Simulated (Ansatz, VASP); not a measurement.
MgO2 in VASP and in Ansatz

```xyz
12
Lattice="4.8820 0.0000 0.0000 0.0000 4.8820 0.0000 0.0000 0.0000 4.8820" Properties=species:S:1:pos:R:3 pbc="T T T"
Mg    0.0000    2.4410    2.4410
Mg    2.4410    2.4410    0.0000
Mg    2.4410    0.0000    2.4410
Mg    0.0000    0.0000    0.0000
O     2.0099    0.4312    4.4509
O     0.4312    4.4509    2.0099
O     4.4509    2.0099    0.4312
O     2.8722    2.8722    2.8722
O     2.0099    2.0099    2.0099
O     0.4312    2.8722    4.4509
O     4.4509    0.4312    2.8722
O     2.8722    4.4509    0.4312
```

Alike in both runs: functional r2SCAN; k mesh 6 × 6 × 6; occupations gaussian, width 0.02 eV; no spin polarisation.

Ansatz relaxed the structure, and its values are those at the end. VASP's run is a single point on that final structure, the one shown.

```csv
,VASP,Ansatz
version,VASP 6.6.1,Ansatz 0.2.0
potentials or method,"VASP PAW PBE potentials, release 64 (Mg, O), cutoff 520 eV","scalar-relativistic, plane waves, PAW"
valence electrons in the cell,56,88
```

Ansatz gave:

* gap on the k mesh at the Fermi level (eV): 4.61
* least direct gap on the mesh (eV): 4.73
* pressure (GPa): -3.9
* rms of the force components (eV/Å): 0.001

Task: Estimate VASP's values.

Result: gap on the k mesh at the Fermi level (eV): 4.57; least direct gap on the mesh (eV): 4.69; pressure (GPa): -4.3; rms of the force components (eV/Å): 0.125.

VASP's potentials were made for PBE, not for r2SCAN. One of these differences is far larger than is usual between the two programs; its cause wasn't traced. VASP's potentials hold 56 valence electrons a cell and Ansatz's 88, so a difference there can come from the potentials and not from the codes. Ansatz's warnings: stress scf threshold loose.
